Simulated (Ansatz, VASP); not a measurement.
This is a calculation of InSe for Ansatz 0.2.0.

File input.yaml:

```yaml
crystal:
  lattice:
    - [5.7074535273, -2.0127055746, 0.0]
    - [5.7074535273, 2.0127055746, 0.0]
    - [-1.6880551226, 0.0, 4.6739460813]
  atoms:
    - { symbol: In, position: [0.88820325, 0.88820325, 0.04684136] }
    - { symbol: In, position: [0.11179675, 0.11179675, 0.95315864] }
    - { symbol: Se, position: [0.66092759, 0.66092759, 0.66895562] }
    - { symbol: Se, position: [0.33907241, 0.33907241, 0.33104438] }
hamiltonian:
  xc: lda
  pseudopotentials: { kind: paw }
kpoints:
  mp_grid: { grid: [7, 7, 6] }
scf:
  occupations: { method: fermi_dirac, width: 0.05 }
output:
  forces: true
  stress: true
  eigenvalues: true
```

Potentials or basis: Ansatz PAW.

Launch:

```sh
$ ansatz run input.yaml --threads 2 --pin off --max-ram 5632MiB --backend cpu --events-out ev --progress --plain --runs-dir out
```

Problem. Set up the same calculation for VASP 6.6.1. Potentials there: VASP PAW LDA potentials, release 64 (In_d, Se).

Solution. As run (the cutoff follows the program's own potentials):

The input INCAR:

```
  ALGO = Normal
  EDIFF = 1E-7
  ENCUT = 520
  GGA = CA
  ISIF = 2
  ISMEAR = -1
  LASPH = T
  LCHARG = T
  LELF = T
  LREAL = F
  LVHAR = T
  LWAVE = F
  NBANDS = 27
  NELM = 60
  PREC = Accurate
  SIGMA = 0.05
```

Contents of KPOINTS:

```
k-points
0
Gamma
  7 7 6
```

File POSCAR:

```
InSe
1.0
    5.7074535273     -2.0127055746      0.0000000000
    5.7074535273      2.0127055746      0.0000000000
   -1.6880551226      0.0000000000      4.6739460813
In Se
2 2
Direct
    0.8882032500      0.8882032500      0.0468413600
    0.1117967500      0.1117967500      0.9531586400
    0.6609275900      0.6609275900      0.6689556200
    0.3390724100      0.3390724100      0.3310443800
```

Potentials or basis: VASP PAW LDA potentials, release 64 (In_d, Se).

Command:

```sh
$ cat potpaw_LDA.64/In_d/POTCAR potpaw_LDA.64/Se/POTCAR > POTCAR
$ mpirun -np 1 vasp_std > vasp.out
```

Both were run:

|  | VASP | Ansatz | Ansatz less VASP |
| --- | --- | --- | --- |
| gap on the k mesh at the Fermi level (eV) | 1.11 | 1.10 | -0.010 |
| least direct gap on the mesh (eV) | 1.27 | 1.26 | -0.016 |
| pressure (GPa) | 0.6 | 0.4 | -0.14 |
| traceless stress, the component that is largest in VASP (GPa) | 0.24 | 0.24 | -0.001 |
| rms of the force components (eV/Å) | 0.202 | 0.188 | -0.0136 |

LDA's correlation is that of Perdew and Zunger in VASP and of Perdew and Wang (1992) in Ansatz. Atom by atom the forces differ by 0.014 eV/Å (rms over components). VASP's potentials hold 38 valence electrons a cell and Ansatz's 58, so a difference there can come from the potentials and not from the codes.

Noted on Ansatz's run: odd divisions of the mesh miss points on the zone boundary, where band edges often lie, so the gap on the mesh can be too wide.
